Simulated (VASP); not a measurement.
# CaB6 (Pm-3m) in VASP: notebook, part 2 of 3

VASP 6.6.1. The steps go on from the part before.

### Step 3. Single point, PBEsol (8.84 Å³/atom)

This run uses another cell than the first one, of 8.84 Å³/atom.

Input file INCAR:

```
  ALGO = Normal
  EDIFF = 1E-6
  ENCUT = 520
  GGA = PS
  ISIF = 2
  ISMEAR = 0
  LASPH = T
  LCHARG = F
  LREAL = F
  LWAVE = F
  NBANDS = 23
  NELM = 80
  PREC = Accurate
  SIGMA = 0.1
```

Input file KPOINTS:

```
k-points
0
Gamma
  10 10 10
```

Input file POSCAR:

```
CaB6
1.0
    3.9551627729      0.0000000000      0.0000000000
    0.0000000000      3.9551627729      0.0000000000
    0.0000000000      0.0000000000      3.9551627729
Ca B
1 6
Direct
    0.5000000000      0.5000000000      0.5000000000
    0.0000000000      0.0000000000      0.3004195226
    0.0000000000      0.0000000000      0.6995804774
    0.3004195226      0.0000000000      0.0000000000
    0.6995804774      0.0000000000      0.0000000000
    0.0000000000      0.3004195226      0.0000000000
    0.0000000000      0.6995804774      0.0000000000
```

Potentials or basis: VASP PAW PBE potentials, release 64 (Ca_sv, B).

The run is started by

```console
cat potpaw_PBE.64/Ca_sv/POTCAR potpaw_PBE.64/B/POTCAR > POTCAR
mpirun -np 1 vasp_std > vasp.out
```

OUTCAR:

```text
EDIFF = 1E-6
   ENCUT = 520
   GGA = PS
   ISIF = 2
   ISMEAR = 0
   LASPH = T
   LREAL = F
   NELM = 80
   PREC = Accurate

 ion  position               nearest neighbor table
   1  0.500  0.500  0.500-
   2  0.000  0.000  0.300-   3 1.58   4 1.68   5 1.68   6 1.68   7 1.68
   3  0.000  0.000  0.700-   2 1.58   4 1.68   5 1.68   6 1.68   7 1.68
   4  0.300  0.000  0.000-   5 1.58   3 1.68   2 1.68   6 1.68   7 1.68
   5  0.700  0.000  0.000-   4 1.58   3 1.68   2 1.68   6 1.68   7 1.68
   6  0.000  0.300  0.000-   7 1.58   3 1.68   4 1.68   5 1.68   2 1.68
   7  0.000  0.700  0.000-   6 1.58   3 1.68   4 1.68   5 1.68   2 1.68

  LATTYP: Found a simple cubic cell.
 ALAT       =     3.9551627729

  Lattice vectors:

 A1 = (   3.9551627729,   0.0000000000,   0.0000000000)
 A2 = (   0.0000000000,   3.9551627729,   0.0000000000)
 A3 = (   0.0000000000,   0.0000000000,   3.9551627729)

Analysis of symmetry for initial positions (statically):
=====================================================================
 Subroutine PRICEL returns:
 Original cell was already a primitive cell.

 Routine SETGRP: Setting up the symmetry group for a
 simple cubic supercell.

 Subroutine GETGRP returns: Found 48 space group operations
 (whereof 48 operations were pure point group operations)
 out of a pool of 48 trial point group operations.

The static configuration has the point symmetry O_h .

Analysis of symmetry for dynamics (positions and initial velocities):
=====================================================================
 Subroutine PRICEL returns:
 Original cell was already a primitive cell.

 Routine SETGRP: Setting up the symmetry group for a
 simple cubic supercell.

 Subroutine GETGRP returns: Found 48 space group operations
 (whereof 48 operations were pure point group operations)
 out of a pool of 48 trial point group operations.

The dynamic configuration has the point symmetry O_h .

 Subroutine INISYM returns: Found 48 space group operations
 (whereof 48 operations are pure point group operations),
 and found     1 'primitive' translations

----------------------------------------------------------------------------------------

                                     Primitive cell

  volume of cell :      61.8718

  direct lattice vectors                    reciprocal lattice vectors
     3.955162773  0.000000000  0.000000000     0.252834095  0.000000000  0.000000000
     0.000000000  3.955162773  0.000000000     0.000000000  0.252834095  0.000000000
     0.000000000  0.000000000  3.955162773     0.000000000  0.000000000  0.252834095

  length of vectors
     3.955162773  3.955162773  3.955162773     0.252834095  0.252834095  0.252834095

  position of ions in fractional coordinates (direct lattice)
     0.500000000  0.500000000  0.500000000
     0.000000000  0.000000000  0.300419523
     0.000000000  0.000000000  0.699580477
     0.300419523  0.000000000  0.000000000
     0.699580477  0.000000000  0.000000000
     0.000000000  0.300419523  0.000000000
     0.000000000  0.699580477  0.000000000

[... 37 lines left out ...]
            Coordinates               Weight
  0.000000  0.000000  0.000000      1.000000
  0.100000  0.000000  0.000000      6.000000
  0.200000  0.000000  0.000000      6.000000
  0.300000  0.000000  0.000000      6.000000
  0.400000  0.000000  0.000000      6.000000
  0.500000  0.000000  0.000000      3.000000
[... 16 lines left out ...]
  0.200000  0.100000  0.100000     24.000000
  0.300000  0.100000  0.100000     24.000000
 [... further k-points ...]
   k-points           NKPTS =     56   k-points in BZ     NKDIM =     56   number of bands    NBANDS=     23
   number of dos      NEDOS =    301   number of ions     NIONS =      7
   total plane-waves  NPLWV =  27000
   dimension x,y,z NGX =    30 NGY =   30 NGZ =   30
   dimension x,y,z NGXF=    60 NGYF=   60 NGZF=   60
   ions per type =               1   6
   NGX,Y,Z   is equivalent  to a cutoff of  12.61, 12.61, 12.61 a.u.
   NGXF,Y,Z  is equivalent  to a cutoff of  25.22, 25.22, 25.22 a.u.
 SYSTEM =  unknown system
   PREC   = accura    normal or accurate (medium, high low for compatibility)
   ISTART =      0    job   : 0-new  1-cont  2-samecut
   ICHARG =      2    charge: 1-file 2-atom 10-const
   ISPIN  =      1    spin polarized calculation?
   LNONCOLLINEAR =      F non collinear calculations
   LSORBIT =      F    spin-orbit coupling
   LASPH  =      T    aspherical Exc in radial PAW
   ENCUT  =  520.0 eV  38.22 Ry    6.18 a.u.   7.35  7.35  7.35*2*pi/ulx,y,z
   NELM   =     80;   NELMIN=  2; NELMDL= -5     # of ELM steps
   EDIFF  = 0.1E-05   stopping-criterion for ELM
   LREAL  =      F    real-space projection
   EDIFFG = 0.1E-04   stopping-criterion for IOM
   NSW    =      0    number of steps for IOM
   IBRION =     -1    ionic relax: 0-MD 1-quasi-New 2-CG
   NFREE  =      0    steps in history (QN), initial steepest desc. (CG)
   ISIF   =      2    stress and relaxation
   ISYM   =      2    0-nonsym 1-usesym 2-fastsym
   POTIM  = 0.5000    time-step for ionic-motion
   TEBEG  =    0.0;   TEEND  =   0.0 temperature during run
   PSTRESS=    0.0 pullay stress
   NELECT =      28.0000    total number of electrons
   NUPDOWN=      -1.0000    fix difference up-down
   EMIN   =  10.00;   EMAX   =-10.00  energy-range for DOS
   EFERMI =   0.00;   METHOD = LEGACY
   ISMEAR =     0;   SIGMA  =   0.10  broadening in eV -4-tet -1-fermi 0-gaus
   EFERMI_NEDOS =   21; number of points for ismear=-14 and -15
   IALGO  =     38    algorithm
   IMIX   =      4    mixing-type and parameters
     AMIX     =   0.40;   BMIX     =  1.00
     AMIX_MAG =   1.60;   BMIX_MAG =  1.00
  volume/ion in A,a.u.               =       8.84        59.65
  Fermi-wavevector in a.u.,A,eV,Ry     =   1.256888  2.375173 21.494031  1.579767
  Thomas-Fermi vector in A             =   2.390574
   LORBIT       =      0    0 simple, 1 ext, 2 COOP (PROOUT), +10 PAW based schemes
   GGA     = PS    functional components
   LHFCALC =     F    Hartree Fock is set to
   AEXX    =    0.0000 exact exchange contribution
   IVDW    =     0    specifies the selected vdW correction
   LEPSILON=     F    determine dielectric tensor
   LRPA    =     F    only Hartree local field effects (RPA)
 non-spin polarized calculation
 Gauss-broadening in eV      SIGMA  =   0.10
  energy-cutoff  :      520.00
  volume of cell :       61.87
 maximum number of plane-waves:      1743
 NGX is ok and might be reduce to    30
   NGX = 15   NGY = 15   NGZ = 15

 number of electron      27.9999997 magnetization

 Free energy of the ion-electron system (eV)
  ---------------------------------------------------
  ext. energy  EPLUGINS =         0.00000000
  ---------------------------------------------------
  free energy    TOTEN  =       -46.49729547 eV

  energy without entropy =      -46.49620214  energy(sigma->0) =      -46.49674881

 E-fermi :   5.4811     XC(G=0): -11.3109

 val. band max:        5.3736756003   @ k =   0.2000   0.0000   0.0000
 cond. band min:       5.5004718442   @ k =   0.5000   0.1000   0.0000
 fundamental gap:      0.1267962439
 Fermi energy:         5.4810966655

 k-point     1 :       0.0000    0.0000    0.0000
  band No.  band energies     occupation
      1     -34.8449      2.00000
      2     -15.9532      2.00000
      3     -15.9532      2.00000
      4     -15.9532      2.00000
      5      -9.7487      2.00000
      6      -2.0302      2.00000
[... 613 lines left out ...]
     22      11.9948      0.00000
     23      12.5136      0.00000

 [... further k-points ...]

------------------------ aborting loop because EDIFF is reached ----------------------------------------

  FORCE on cell =-STRESS in cart. coord.  units (eV):
  Direction    XX          YY          ZZ          XY          YZ          ZX
  --------------------------------------------------------------------------------------
  -------------------------------------------------------------------------------------
  Total        9.6310633      9.6310633      9.6310633      0.0000000     -0.0000000      0.0000000
  in kB      249.3972940    249.3972940    249.3972940      0.0000000     -0.0000000      0.0000000
  external PRESSURE =     249.3972940 kB  Pullay stress =       0.0000000 kB

 VOLUME and BASIS-vectors are now :
 -----------------------------------------------------------------------------
  energy-cutoff  :      520.00
  volume of cell :       61.87
      direct lattice vectors                 reciprocal lattice vectors
     3.955162773  0.000000000  0.000000000     0.252834095  0.000000000  0.000000000
     0.000000000  3.955162773  0.000000000     0.000000000  0.252834095  0.000000000
     0.000000000  0.000000000  3.955162773     0.000000000  0.000000000  0.252834095

 POSITION                                       TOTAL-FORCE (eV/Angst)
 -----------------------------------------------------------------------------------
      1.97758      1.97758      1.97758        -0.000000      0.000000      0.000000
      0.00000      0.00000      1.18821        -0.000000      0.000000      0.046042
      0.00000      0.00000      2.76695        -0.000000      0.000000     -0.046042
      1.18821      0.00000      0.00000         0.046042      0.000000      0.000000
      2.76695      0.00000      0.00000        -0.046042      0.000000      0.000000
      0.00000      1.18821      0.00000        -0.000000      0.046042      0.000000
      0.00000      2.76695      0.00000        -0.000000     -0.046042      0.000000
 -----------------------------------------------------------------------------------
    total drift:                                0.000000      0.000000     -0.000000

  FREE ENERGIE OF THE ION-ELECTRON SYSTEM (eV)
  ---------------------------------------------------
  free  energy   TOTEN  =       -46.4972954719 eV

  energy  without entropy=      -46.4962021406  energy(sigma->0) =      -46.49674881
```

It took 36 s on 1 thread of Intel Xeon 6975P-C (Granite Rapids), shared host; peak memory 0.21 GiB.

What came out:

```yaml
Free_energy: -46.4973 eV
Pressure: 24.9 GPa
Largest_force: 0.046 eV/Å
Band_gap_on_the_k_mesh: zero (bands 14 and 15 overlap by 0.02 eV)
```

Forces in eV/Å, atoms in the order of the input:
```
Ca   0.000  0.000  0.000
B    0.000  0.000  0.046
B    0.000  0.000 -0.046
B    0.046  0.000  0.000
B   -0.046  0.000  0.000
B    0.000  0.046  0.000
B    0.000 -0.046  0.000
```

Levels at points of the mesh, in eV from the Fermi level:
```csv
k point,band 11,band 12,band 13,band 14,band 15,band 16,band 17,band 18
"(0.00, 0.00, 0.00)",-5.46,-0.26,-0.26,-0.26,2.96,2.96,2.96,3.71
"(0.50, 0.00, 0.00)",-2.57,-2.57,-1.84,-0.40,0.23,3.60,3.60,4.22
"(0.50, 0.50, 0.00)",-3.02,-3.02,-1.49,-1.49,3.38,3.38,4.54,4.90
"(0.50, 0.50, 0.50)",-4.78,-1.04,-1.04,-1.04,4.90,5.41,5.41,5.63
```

Caveat: the cell stands under pressure; the PAW data sets were made with another functional, which shifts forces and pressure a little.

### Step 4. Single point, PBEsol (9.14 Å³/atom)

This run uses another cell than the first one, of 9.14 Å³/atom.

Input file INCAR:

```
PREC = Accurate ; ENCUT = 520
EDIFF = 1E-6 ; ISMEAR = 0
SIGMA = 0.1 ; LREAL = False
LASPH = True ; NELM = 60
ALGO = Normal ; ISIF = 2
LWAVE = False ; LCHARG = True
GGA = PS ; LELF = True
LVHAR = True ; NBANDS = 23
```

Input file KPOINTS:

```
Automatic mesh
0
Gamma
  10 10 10
```

Input file POSCAR:

```
CaB6
1.0
    3.9996065240      0.0000000000      0.0000000000
    0.0000000000      3.9996065240      0.0000000000
    0.0000000000      0.0000000000      3.9996065240
Ca B
1 6
Direct
    0.5000000000      0.5000000000      0.5000000000
    0.0000000000      0.0000000000      0.2999435173
    0.0000000000      0.0000000000      0.7000564827
    0.2999435173      0.0000000000      0.0000000000
    0.7000564827      0.0000000000      0.0000000000
    0.0000000000      0.2999435173      0.0000000000
    0.0000000000      0.7000564827      0.0000000000
```

Potentials or basis: VASP PAW PBE potentials, release 64 (Ca_sv, B).

The run is started by

```console
cat potpaw_PBE.64/Ca_sv/POTCAR potpaw_PBE.64/B/POTCAR > POTCAR
mpirun -np 1 vasp_std > vasp.out
```

OUTCAR:

```text
PREC = Accurate
   ENCUT = 520
   EDIFF = 1E-6
   ISMEAR = 0
   LREAL = False
   LASPH = True
   NELM = 60
   ISIF = 2
   GGA = PS

 ion  position               nearest neighbor table
   1  0.500  0.500  0.500-
   2  0.000  0.000  0.300-   3 1.60   4 1.70   5 1.70   6 1.70   7 1.70
   3  0.000  0.000  0.700-   2 1.60   4 1.70   5 1.70   6 1.70   7 1.70
   4  0.300  0.000  0.000-   5 1.60   3 1.70   2 1.70   6 1.70   7 1.70
   5  0.700  0.000  0.000-   4 1.60   3 1.70   2 1.70   6 1.70   7 1.70
   6  0.000  0.300  0.000-   7 1.60   3 1.70   4 1.70   5 1.70   2 1.70
   7  0.000  0.700  0.000-   6 1.60   3 1.70   4 1.70   5 1.70   2 1.70

  LATTYP: Found a simple cubic cell.
 ALAT       =     3.9996065240

  Lattice vectors:

 A1 = (   3.9996065240,   0.0000000000,   0.0000000000)
 A2 = (   0.0000000000,   3.9996065240,   0.0000000000)
 A3 = (   0.0000000000,   0.0000000000,   3.9996065240)

Analysis of symmetry for initial positions (statically):
=====================================================================
 Subroutine PRICEL returns:
 Original cell was already a primitive cell.

[... 177 lines left out ...]

  energy without entropy =      -46.77538972  energy(sigma->0) =      -46.77589789

 E-fermi :   5.2735     XC(G=0): -11.1647

 val. band max:        5.2721327872   @ k =   0.3000   0.0000   0.0000
 cond. band min:       5.3231013533   @ k =   0.5000   0.1000   0.0000
 fundamental gap:      0.0509685661
 Fermi energy:         5.2735424304

 k-point     1 :       0.0000    0.0000    0.0000
  band No.  band energies     occupation
      1     -35.2043      2.00000
      2     -16.3017      2.00000
      3     -16.3017      2.00000
      4     -16.3017      2.00000
      5      -9.7779      2.00000
      6      -2.1047      2.00000
[... 613 lines left out ...]
     22      11.5943      0.00000
     23      12.0938      0.00000

 [... further k-points ...]
[... 5 lines left out ...]
  --------------------------------------------------------------------------------------
  -------------------------------------------------------------------------------------
  Total        6.9645542      6.9645542      6.9645542      0.0000000     -0.0000000      0.0000000
  in kB      174.4022579    174.4022579    174.4022579      0.0000000     -0.0000000      0.0000000
  external PRESSURE =     174.4022579 kB  Pullay stress =       0.0000000 kB

 VOLUME and BASIS-vectors are now :
 -----------------------------------------------------------------------------
  energy-cutoff  :      520.00
  volume of cell :       63.98
      direct lattice vectors                 reciprocal lattice vectors
     3.999606524  0.000000000  0.000000000     0.250024595  0.000000000  0.000000000
     0.000000000  3.999606524  0.000000000     0.000000000  0.250024595  0.000000000
     0.000000000  0.000000000  3.999606524     0.000000000  0.000000000  0.250024595

 POSITION                                       TOTAL-FORCE (eV/Angst)
 -----------------------------------------------------------------------------------
      1.99980      1.99980      1.99980         0.000000      0.000000     -0.000000
      0.00000      0.00000      1.19966         0.000000     -0.000000      0.041835
      0.00000      0.00000      2.79995        -0.000000      0.000000     -0.041835
      1.19966      0.00000      0.00000         0.041835      0.000000     -0.000000
      2.79995      0.00000      0.00000        -0.041835     -0.000000     -0.000000
      0.00000      1.19966      0.00000         0.000000      0.041835     -0.000000
      0.00000      2.79995      0.00000        -0.000000     -0.041835     -0.000000
 -----------------------------------------------------------------------------------
    total drift:                                0.000000      0.000000      0.000000

  FREE ENERGIE OF THE ION-ELECTRON SYSTEM (eV)
  ---------------------------------------------------
  free  energy   TOTEN  =       -46.7764060629 eV

  energy  without entropy=      -46.7753897222  energy(sigma->0) =      -46.77589789
```

It took 38 s on 1 thread of Intel Xeon 6975P-C (Granite Rapids), shared host; peak memory 0.21 GiB.

Results:

* Free energy: -46.7764 eV
* Pressure: 17.4 GPa
* Largest force: 0.042 eV/Å
* Band gap on the k mesh: 0.05 eV (least direct gap 0.29 eV)

Forces in eV/Å, atoms in the order of the input:
```
Ca   0.000  0.000  0.000
B    0.000  0.000  0.042
B    0.000  0.000 -0.042
B    0.042  0.000  0.000
B   -0.042  0.000  0.000
B    0.000  0.042  0.000
B    0.000 -0.042  0.000
```

Caveat: the cell stands under pressure; the PAW data sets were made with another functional, which shifts forces and pressure a little. A k mesh can miss the band edges.

### Step 5. Single point, PBEsol (9.44 Å³/atom)

This run uses another cell than the first one, of 9.44 Å³/atom.

Input file INCAR:

```
PREC = Accurate
ENCUT = 520
EDIFF = 1E-6
ISMEAR = 0
SIGMA = 0.1
LREAL = False
LASPH = True
NELM = 60
ALGO = Normal
ISIF = 2
LWAVE = False
LCHARG = False
GGA = PS
NBANDS = 23
```

Input file KPOINTS:

```
regular mesh
0
Gamma
  10 10 10
```

Input file POSCAR:

```
CaB6
1.0
    4.0430839141      0.0000000000      0.0000000000
    0.0000000000      4.0430839141      0.0000000000
    0.0000000000      0.0000000000      4.0430839141
Ca B
1 6
Direct
    0.5000000000      0.5000000000      0.5000000000
    0.0000000000      0.0000000000      0.2994507695
    0.0000000000      0.0000000000      0.7005492305
    0.2994507695      0.0000000000      0.0000000000
    0.7005492305      0.0000000000      0.0000000000
    0.0000000000      0.2994507695      0.0000000000
    0.0000000000      0.7005492305      0.0000000000
```

The run is started by

```console
cat potpaw_PBE.64/Ca_sv/POTCAR potpaw_PBE.64/B/POTCAR > POTCAR
mpirun -np 1 vasp_std > vasp.out
```

Run time: 37 s. Hardware: 1 thread of Intel Xeon 6975P-C (Granite Rapids), shared host; peak memory 0.21 GiB.

The run converged. Its results:

```yaml
Free_energy: -46.9632 eV
Pressure: 10.9 GPa
Largest_force: 0.037 eV/Å
Band_gap_on_the_k_mesh: 0.12 eV (least direct gap 0.20 eV)
```

Forces in eV/Å, atoms in the order of the input:
```
Ca   0.000  0.000  0.000
B    0.000  0.000  0.037
B    0.000  0.000 -0.037
B    0.037  0.000  0.000
B   -0.037  0.000  0.000
B    0.000  0.037  0.000
B    0.000 -0.037  0.000
```

Levels at points of the mesh, in eV from the valence-band top:
```csv
k point,band 12,band 13,band 14,band 15,band 16,band 17
"(0.00, 0.00, 0.00)",-0.27,-0.27,-0.27,2.91,2.91,2.91
"(0.50, 0.00, 0.00)",-2.47,-1.79,-0.26,0.17,3.42,3.42
"(0.50, 0.50, 0.00)",-2.85,-1.46,-1.46,3.22,3.22,4.32
"(0.50, 0.50, 0.50)",-1.04,-1.04,-1.04,4.54,5.12,5.12
```

Caveat: the cell stands under pressure; the PAW data sets were made with another functional, which shifts forces and pressure a little. A k mesh can miss the band edges.

(Part 2 of 3 ends here.)
